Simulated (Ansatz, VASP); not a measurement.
# SnO2: VASP beside Ansatz

```
Sn O
1.0
     4.73727    0.00000    0.00000
     0.00000    4.73727    0.00000
     0.00000    0.00000    3.18638
Sn O
2 4
Cartesian
  0.0000 0.0000 0.0000
  2.3686 2.3686 1.5932
  1.4543 1.4543 0.0000
  0.9143 3.8230 1.5932
  3.2829 3.2829 0.0000
  3.8230 0.9143 1.5932
```

Alike in both runs: task relaxation of the atoms; functional PBE; k mesh 5 × 5 × 8; no spin polarisation.

|  | VASP | Ansatz |
| --- | --- | --- |
| version | VASP 6.6.1 | Ansatz 0.2.0 |
| potentials or method | VASP PAW PBE potentials, release 64 (Sn_d, O) | scalar-relativistic, plane waves, PAW |
| plane-wave cutoff (eV) | 520 | 420 |
| occupations | gaussian, width 0.01 eV | fixed |
| valence electrons in the cell | 52 | 52 |

```csv
,VASP,Ansatz,Ansatz less VASP
"gap on the k mesh at the Fermi level, each at its own relaxed structure (eV)",1.24,1.25,+0.012
```

Ansatz's warnings: stress scf threshold loose.
